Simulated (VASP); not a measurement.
# Pt (Fm-3m) in VASP: further runs

Pt is run at these levels: LDA; tasks: single point, relaxation of cell and atoms.

Program: VASP 6.6.1. These are calculated values, not measurements. Logs are shortened: lines on timing, memory, paths and dates and some standing lists are left out, and cuts for length are marked.

## 1. The cell of the first run

The structure is cubic, space group Fm-3m (No. 225). The conventional cell has a = 3.897 Å, b = 3.897 Å, c = 3.897 Å, α = 90.00°, β = 90.00°, γ = 90.00°. Pt (site symmetry m-3m) has 12 Pt at 2.76 Å within 3.6 Å.

## 2. Single point, LDA

The input, INCAR:

```
ALGO = Fast
EDIFF = 1E-6
ENCUT = 520
ISIF = 2
ISMEAR = -1
LASPH = True
LCHARG = False
LREAL = False
LWAVE = False
NBANDS = 11
NELM = 80
PREC = Accurate
SIGMA = 0.15
```

The input, KPOINTS:

```
k-points
0
Gamma
  16 16 16
```

The input, POSCAR:

```
Pt
1.0
    0.0000000000      1.9484743754      1.9484743754
    1.9484743754      0.0000000000      1.9484743754
    1.9484743754      1.9484743754      0.0000000000
Pt
1
Direct
    0.0000000000      0.0000000000      0.0000000000
```

Potentials or basis: VASP PAW LDA potentials, release 64 (Pt).

Command:

```
$ cat potpaw_LDA.64/Pt/POTCAR > POTCAR
$ mpirun -np 1 vasp_std > vasp.out
```

OUTCAR:

```text
EDIFF = 1E-6
   ENCUT = 520
   ISIF = 2
   ISMEAR = -1
   LASPH = True
   LREAL = False
   NELM = 80
   PREC = Accurate

 ion  position               nearest neighbor table
   1  0.000  0.000  0.000-

  LATTYP: Found a face centered cubic cell.
 ALAT       =     3.8969487508

  Lattice vectors:

 A1 = (   0.0000000000,   1.9484743754,   1.9484743754)
 A2 = (   1.9484743754,   0.0000000000,   1.9484743754)
 A3 = (   1.9484743754,   1.9484743754,   0.0000000000)

Analysis of symmetry for initial positions (statically):
=====================================================================
 Subroutine PRICEL returns:
 Original cell was already a primitive cell.

 Routine SETGRP: Setting up the symmetry group for a
 face centered cubic supercell.

 Subroutine GETGRP returns: Found 48 space group operations
 (whereof 48 operations were pure point group operations)
 out of a pool of 48 trial point group operations.

The static configuration has the point symmetry O_h .

Analysis of symmetry for dynamics (positions and initial velocities):
=====================================================================
 Subroutine PRICEL returns:
 Original cell was already a primitive cell.

 Routine SETGRP: Setting up the symmetry group for a
 face centered cubic supercell.

 Subroutine GETGRP returns: Found 48 space group operations
 (whereof 48 operations were pure point group operations)
 out of a pool of 48 trial point group operations.

The dynamic configuration has the point symmetry O_h .

 Subroutine INISYM returns: Found 48 space group operations
 (whereof 48 operations are pure point group operations),
 and found     1 'primitive' translations

----------------------------------------------------------------------------------------

                                     Primitive cell

  volume of cell :      14.7950

  direct lattice vectors                    reciprocal lattice vectors
     0.000000000  1.948474375  1.948474375    -0.256611022  0.256611022  0.256611022
     1.948474375  0.000000000  1.948474375     0.256611022 -0.256611022  0.256611022
     1.948474375  1.948474375  0.000000000     0.256611022  0.256611022 -0.256611022

  length of vectors
     2.755558888  2.755558888  2.755558888     0.444463327  0.444463327  0.444463327

  position of ions in fractional coordinates (direct lattice)
     0.000000000  0.000000000  0.000000000

  ion indices of the primitive-cell ions
   primitive index   ion index
                 1           1

----------------------------------------------------------------------------------------

 KPOINTS: k-points

Automatic generation of k-mesh.
 Grid dimensions read from file:
 generate k-points for:   16   16   16

 Generating k-lattice:

  Cartesian coordinates                     Fractional coordinates (reciprocal lattice)
    -0.016038189  0.016038189  0.016038189     0.062500000  0.000000000  0.000000000
     0.016038189 -0.016038189  0.016038189     0.000000000  0.062500000  0.000000000
     0.016038189  0.016038189 -0.016038189     0.000000000  0.000000000  0.062500000

  Length of vectors
     0.027778958  0.027778958  0.027778958

  Shift w.r.t. Gamma in fractional coordinates (k-lattice)
     0.000000000  0.000000000  0.000000000

 Subroutine IBZKPT returns following result:
 ===========================================

 Found    145 irreducible k-points:

 Following reciprocal coordinates:
            Coordinates               Weight
  0.000000  0.000000  0.000000      1.000000
  0.062500  0.000000  0.000000      8.000000
  0.125000  0.000000  0.000000      8.000000
  0.187500  0.000000  0.000000      8.000000
  0.250000  0.000000  0.000000      8.000000
  0.312500  0.000000  0.000000      8.000000
[... 16 lines left out ...]
 -0.125000  0.062500  0.000000     24.000000
 -0.062500  0.062500  0.000000     12.000000
 [... further k-points ...]
   k-points           NKPTS =    145   k-points in BZ     NKDIM =    145   number of bands    NBANDS=     11
   number of dos      NEDOS =    301   number of ions     NIONS =      1
   total plane-waves  NPLWV =   8000
   dimension x,y,z NGX =    20 NGY =   20 NGZ =   20
   dimension x,y,z NGXF=    40 NGYF=   40 NGZF=   40
   ions per type =               1
   NGX,Y,Z   is equivalent  to a cutoff of  12.07, 12.07, 12.07 a.u.
   NGXF,Y,Z  is equivalent  to a cutoff of  24.13, 24.13, 24.13 a.u.
 SYSTEM =  unknown system
   PREC   = accura    normal or accurate (medium, high low for compatibility)
   ISTART =      0    job   : 0-new  1-cont  2-samecut
   ICHARG =      2    charge: 1-file 2-atom 10-const
   ISPIN  =      1    spin polarized calculation?
   LNONCOLLINEAR =      F non collinear calculations
   LSORBIT =      F    spin-orbit coupling
   LASPH  =      T    aspherical Exc in radial PAW
   ENCUT  =  520.0 eV  38.22 Ry    6.18 a.u.   5.12  5.12  5.12*2*pi/ulx,y,z
   NELM   =     80;   NELMIN=  2; NELMDL= -5     # of ELM steps
   EDIFF  = 0.1E-05   stopping-criterion for ELM
   LREAL  =      F    real-space projection
   EDIFFG = 0.1E-04   stopping-criterion for IOM
   NSW    =      0    number of steps for IOM
   IBRION =     -1    ionic relax: 0-MD 1-quasi-New 2-CG
   NFREE  =      0    steps in history (QN), initial steepest desc. (CG)
   ISIF   =      2    stress and relaxation
   ISYM   =      2    0-nonsym 1-usesym 2-fastsym
   POTIM  = 0.5000    time-step for ionic-motion
   TEBEG  =    0.0;   TEEND  =   0.0 temperature during run
   PSTRESS=    0.0 pullay stress
   NELECT =      10.0000    total number of electrons
   NUPDOWN=      -1.0000    fix difference up-down
   EMIN   =  10.00;   EMAX   =-10.00  energy-range for DOS
   EFERMI =   0.00;   METHOD = LEGACY
   ISMEAR =    -1;   SIGMA  =   0.15  broadening in eV -4-tet -1-fermi 0-gaus
   EFERMI_NEDOS =   21; number of points for ismear=-14 and -15
   IALGO  =     68    algorithm
   IMIX   =      4    mixing-type and parameters
     AMIX     =   0.40;   BMIX     =  1.00
     AMIX_MAG =   1.60;   BMIX_MAG =  1.00
  volume/ion in A,a.u.               =      14.79        99.84
  Fermi-wavevector in a.u.,A,eV,Ry     =   1.436713  2.714995 28.084402  2.064145
  Thomas-Fermi vector in A             =   2.555871
   LORBIT       =      0    0 simple, 1 ext, 2 COOP (PROOUT), +10 PAW based schemes
   GGA     = CA    functional components
   LHFCALC =     F    Hartree Fock is set to
   AEXX    =    0.0000 exact exchange contribution
   IVDW    =     0    specifies the selected vdW correction
   LEPSILON=     F    determine dielectric tensor
   LRPA    =     F    only Hartree local field effects (RPA)
 non-spin polarized calculation
 RMM-DIIS sequential band-by-band and
  energy-cutoff  :      520.00
  volume of cell :       14.79
 maximum number of plane-waves:       415
   NGX = 11   NGY = 11   NGZ = 11

 number of electron      10.0000000 magnetization

 Free energy of the ion-electron system (eV)
  ---------------------------------------------------
  ext. energy  EPLUGINS =         0.00000000
  ---------------------------------------------------
  free energy    TOTEN  =        -7.56633812 eV

  energy without entropy =       -7.45909979  energy(sigma->0) =       -7.51271895

 E-fermi :  11.5318     XC(G=0): -13.7989

 val. band max:       11.5292298840   @ k =   0.5000   0.3125   0.0625
 cond. band min:      11.5383560072   @ k =   0.4375   0.1250   0.0000
 fundamental gap:      0.0091261232
 Fermi energy:        11.5318217123

 k-point     1 :       0.0000    0.0000    0.0000
  band No.  band energies     occupation
      1       1.0541      2.00000
      2       7.5790      2.00000
      3       7.5790      2.00000
      4       7.5790      2.00000
      5       9.8387      1.99997
      6       9.8387      1.99997
      7      26.0828      0.00000
      8      31.1106      0.00000
      9      31.1106      0.00000
     10      31.1106      0.00000
     11      36.6339      0.00000

 k-point     2 :       0.0625    0.0000    0.0000
  band No.  band energies     occupation
      1       1.2146      2.00000
      2       7.5060      2.00000
      3       7.6436      2.00000
      4       7.6436      2.00000
      5       9.8016      1.99998
      6       9.8016      1.99998
      7      26.3379      0.00000
      8      30.3021      0.00000
      9      31.3622      0.00000
     10      31.3622      0.00000
     11      37.5394      0.00000

 k-point     3 :       0.1250    0.0000    0.0000
  band No.  band energies     occupation
      1       1.6769      2.00000
      2       7.3276      2.00000
      3       7.8058      2.00000
      4       7.8058      2.00000
      5       9.7314      1.99999
      6       9.7314      1.99999
      7      27.0150      0.00000
      8      28.6793      0.00000
      9      32.0886      0.00000
     10      32.0886      0.00000
     11      38.0317      0.00000

 k-point     4 :       0.1875    0.0000    0.0000
  band No.  band energies     occupation
      1       2.3703      2.00000
      2       7.1631      2.00000
      3       7.9590      2.00000
      4       7.9590      2.00000
      5       9.7536      1.99999
      6       9.7536      1.99999
      7      26.8656      0.00000
      8      27.7807      0.00000
      9      33.1957      0.00000
     10      33.1957      0.00000
     11      36.0451      0.00000
[... 239 lines left out ...]
 k-point    22 :      -0.1875    0.0625    0.0000
  band No.  band energies     occupation
      1       2.7620      2.00000
      2       7.0254      2.00000
      3       8.0164      2.00000
      4       8.0773      2.00000
      5       9.4576      2.00000
      6      10.1789      1.99976
      7      26.3234      0.00000
      8      28.1164      0.00000
      9      32.2516      0.00000
     10      34.5063      0.00000
     11      34.6158      0.00000

 k-point    23 :      -0.1250    0.0625    0.0000
  band No.  band energies     occupation
      1       2.0231      2.00000
      2       7.1652      2.00000
      3       7.9243      2.00000
      4       7.9479      2.00000
      5       9.4661      2.00000
      6       9.9447      1.99995
      7      27.4841      0.00000
      8      28.0889      0.00000
      9      31.5526      0.00000
     10      33.1453      0.00000
     11      36.6988      0.00000

 k-point    24 :      -0.0625    0.0625    0.0000
  band No.  band energies     occupation
      1       1.4767      2.00000
      2       7.3712      2.00000
      3       7.7335      2.00000
      4       7.7798      2.00000
      5       9.6365      1.99999
      6       9.8654      1.99997
      7      26.7404      0.00000
      8      29.5370      0.00000
      9      31.2078      0.00000
     10      32.0344      0.00000
     11      38.3953      0.00000

 [... further k-points ...]

------------------------ aborting loop because EDIFF is reached ----------------------------------------

  FORCE on cell =-STRESS in cart. coord.  units (eV):
  Direction    XX          YY          ZZ          XY          YZ          ZX
  --------------------------------------------------------------------------------------
  -------------------------------------------------------------------------------------
  Total        0.0757238      0.0757238      0.0757238      0.0000000     -0.0000000     -0.0000000
  in kB        8.2002890      8.2002890      8.2002890      0.0000000     -0.0000000     -0.0000000
  external PRESSURE =       8.2002890 kB  Pullay stress =       0.0000000 kB

 VOLUME and BASIS-vectors are now :
 -----------------------------------------------------------------------------
  energy-cutoff  :      520.00
  volume of cell :       14.79
      direct lattice vectors                 reciprocal lattice vectors
     0.000000000  1.948474375  1.948474375    -0.256611022  0.256611022  0.256611022
     1.948474375  0.000000000  1.948474375     0.256611022 -0.256611022  0.256611022
     1.948474375  1.948474375  0.000000000     0.256611022  0.256611022 -0.256611022

 POSITION                                       TOTAL-FORCE (eV/Angst)
 -----------------------------------------------------------------------------------
      0.00000      0.00000      0.00000        -0.000000     -0.000000      0.000000
 -----------------------------------------------------------------------------------
    total drift:                                0.000000     -0.000000      0.000000

  FREE ENERGIE OF THE ION-ELECTRON SYSTEM (eV)
  ---------------------------------------------------
  free  energy   TOTEN  =        -7.5663381223 eV

  energy  without entropy=       -7.4590997854  energy(sigma->0) =       -7.51271895
```

It took 38 s on 1 thread of Intel Xeon 8259CL, shared host; peak memory 0.14 GiB.

Results:

```
Free energy            : -7.5663 eV
Pressure               : 0.8 GPa
Band gap on the k mesh : zero (bands 5 and 6 overlap by 2.30 eV)
```

Levels at points of the mesh, in eV from the Fermi level:
```tsv
k point	band 1	band 2	band 3	band 4	band 5	band 6	band 7	band 8	band 9	band 10
(0.00, 0.00, 0.00)	-10.48	-3.95	-3.95	-3.95	-1.69	-1.69	14.55	19.58	19.58	19.58
(0.50, 0.00, 0.00)	-7.58	-4.01	-4.01	-0.58	0.03	0.03	5.96	14.12	19.01	19.01
(0.50, 0.50, 0.00)	-7.33	-6.87	0.01	0.50	0.50	1.71	9.06	11.38	11.38	20.42
```

Caveat: spin-orbit coupling is left out, which moves the levels of the heavy elements.

## 3. Relaxation of cell and atoms, LDA

This run uses another cell than the first one, of 14.73 Å³/atom.

The input, INCAR:

```
PREC = Accurate
ENCUT = 600
EDIFF = 1E-6
ISMEAR = 0
SIGMA = 0.1
LREAL = F
LASPH = T
NELM = 100
ALGO = Fast
ISIF = 3
LWAVE = F
LCHARG = F
GGA = CA
IBRION = 2
NSW = 100
EDIFFG = -0.002
```

The input, KPOINTS:

```
regular mesh
0
Gamma
  16 16 16
```

The input, POSCAR:

```
Pt
1.0
    0.0000000000      1.9456504825      1.9456504825
    1.9456504825      0.0000000000      1.9456504825
    1.9456504825      1.9456504825      0.0000000000
Pt
1
Direct
    0.0000000000      0.0000000000      0.0000000000
```

Potentials or basis: VASP PAW LDA potentials, release 64 (Pt).

Command:

```
$ cat potpaw_LDA.64/Pt/POTCAR > POTCAR
$ mpirun -np 1 vasp_std > vasp.out
```

It took 45 s on 1 thread of Intel Xeon 8259CL, shared host; peak memory 0.16 GiB.

Results (log left out):

```yaml
Free_energy: -7.5090 eV
Relaxed_volume: 14.80 Å³/atom
Relaxed_cell: a = 2.756 Å, b = 2.756 Å, c = 2.756 Å, α = 60.00°, β = 60.00°, γ = 60.00°
Space_group_after_relaxing_to_0.1_Å: Fm-3m (No. 225)
Energy_gained_by_relaxing: 0.3 meV/atom
Ionic_steps: 4
Pressure_after_relaxing: 0.0 GPa
Band_gap_on_the_k_mesh: zero (bands 5 and 6 overlap by 2.30 eV)
```

The path:
| step | energy change (eV) | largest force (eV/Å) | pressure (GPa) | volume (Å³) |
| --- | --- | --- | --- | --- |
| 1 | 0.0000 | 0.0000 | 1.46 | 14.73 |
| 2 | 0.0028 | 0.0000 | -4.39 | 15.02 |
| 3 | -0.0003 | 0.0000 | -0.04 | 14.80 |
| 4 | -0.0003 | 0.0000 | 0.01 | 14.80 |

Final structure:
```xyz
1
Lattice="0.0000 1.9485 1.9485 1.9485 0.0000 1.9485 1.9485 1.9485 0.0000" Properties=species:S:1:pos:R:3 pbc="T T T"
Pt    0.0000    0.0000    0.0000
```

Levels at points of the mesh, in eV from the Fermi level:
```tsv
k point	band 3	band 4	band 5	band 6	band 7	band 8
(0.00, 0.00, 0.00)	-3.92	-3.92	-1.66	-1.66	14.59	19.62
(0.50, 0.00, 0.00)	-3.98	-0.54	0.07	0.07	6.00	14.16
(0.50, 0.50, 0.00)	0.05	0.53	0.53	1.75	9.10	11.42
```

Caveat: spin-orbit coupling is left out, which moves the levels of the heavy elements.

## 4. Relaxation of cell and atoms, LDA

This run uses another cell than the first one, of 14.76 Å³/atom.

The input, INCAR:

```
SYSTEM = Pt
PREC = Accurate ; ENCUT = 600
EDIFF = 1E-7 ; ISMEAR = -1
SIGMA = 0.15 ; LREAL = .False.
LASPH = .True. ; NELM = 100
ALGO = Normal ; ISIF = 3
LWAVE = .False. ; LCHARG = .False.
GGA = CA ; IBRION = 2
NSW = 80 ; EDIFFG = -0.001
```

The input, KPOINTS:

```
Automatic mesh
0
Gamma
  16 16 16
  0 0 0
```

The input, POSCAR:

```
Pt
1.0
    0.0000000000      1.9467426971      1.9467426971
    1.9467426971      0.0000000000      1.9467426971
    1.9467426971      1.9467426971      0.0000000000
Pt
1
Direct
    0.0000000000      0.0000000000      0.0000000000
```

Command:

```
$ cat potpaw_LDA.64/Pt/POTCAR > POTCAR
$ mpirun -np 1 vasp_std > vasp.out
```

Wall time 81 s (1 thread of Intel Xeon 8259CL, shared host); peak memory 0.16 GiB.

The run converged. Its results:

```
Free energy                           : -7.5665 eV
Relaxed volume                        : 14.84 Å³/atom
Relaxed cell                          : a = 2.758 Å, b = 2.758 Å, c = 2.758 Å, α = 60.00°, β = 60.00°, γ = 60.00°
Space group after relaxing (to 0.1 Å) : Fm-3m (No. 225)
Energy gained by relaxing             : 0.4 meV/atom
Ionic steps                           : 17
Pressure after relaxing               : 0.0 GPa
Band gap on the k mesh                : zero (bands 5 and 6 overlap by 2.29 eV)
```

The path:
```csv
step,energy change (eV),largest force (eV/Å),pressure (GPa),volume (Å³)
1,0.0000,0.0000,1.69,14.76
2,0.0035,0.0000,-4.92,15.09
3,-0.0004,0.0000,-0.01,14.84
4,-0.0004,0.0000,0.02,14.84
5,-0.0004,0.0000,0.02,14.84
6,-0.0004,0.0000,0.02,14.84
7,-0.0004,0.0000,0.02,14.84
8,-0.0004,0.0000,0.02,14.84
9,-0.0004,0.0000,0.02,14.84
10,-0.0004,0.0000,0.02,14.84
11,-0.0004,0.0000,0.02,14.84
12,-0.0004,0.0000,0.02,14.84
13,-0.0004,0.0000,0.01,14.84
14,-0.0004,0.0000,0.01,14.84
15,-0.0004,0.0000,-0.01,14.84
16,-0.0004,0.0000,-0.02,14.84
17,-0.0004,0.0000,-0.01,14.84
```

Final structure:
```yaml
crystal:
  lattice:
    - [0.00000, 1.95031, 1.95031]
    - [1.95031, 0.00000, 1.95031]
    - [1.95031, 1.95031, 0.00000]
  atoms:
    - { symbol: Pt, position: [0.00000, 0.00000, 0.00000] }
```

Levels at points of the mesh, in eV from the Fermi level:
| k point | band 1 | band 2 | band 3 | band 4 | band 5 | band 6 | band 7 | band 8 | band 9 |
| --- | --- | --- | --- | --- | --- | --- | --- | --- | --- |
| (0.00, 0.00, 0.00) | -10.45 | -3.94 | -3.94 | -3.94 | -1.69 | -1.69 | 14.56 | 19.57 | 19.57 |
| (0.50, 0.00, 0.00) | -7.55 | -3.99 | -3.99 | -0.56 | 0.03 | 0.03 | 5.94 | 14.13 | 18.99 |
| (0.50, 0.50, 0.00) | -7.30 | -6.84 | 0.01 | 0.49 | 0.49 | 1.72 | 9.03 | 11.37 | 11.37 |

Caveat: spin-orbit coupling is left out, which moves the levels of the heavy elements.

## 5. Summary

```tsv
task	cell	cutoff (eV)	smearing	gap on the mesh (eV)	pressure (GPa)	relaxed volume (Å³/atom)
single point	a = 2.756 Å, angles 60.0°, 1 atom	520	fermi-dirac 0.15 eV	none	0.8	-
relaxation of cell and atoms	relaxed from a = 2.752 Å, angles 60.0°, 1 atom	600	gaussian 0.1 eV	none	0.0	14.80
relaxation of cell and atoms	relaxed from a = 2.753 Å, angles 60.0°, 1 atom	600	fermi-dirac 0.15 eV	none	0.0	14.84
```

Alike in all rows: level LDA; potentials or basis VASP PAW LDA potentials, release 64 (Pt); no spin polarisation; k mesh 16 × 16 × 16.

Caveats: spin-orbit coupling is left out, which moves the levels of the heavy elements.

Total energies depend on the potentials used, so only differences within one code and one set of settings carry meaning.
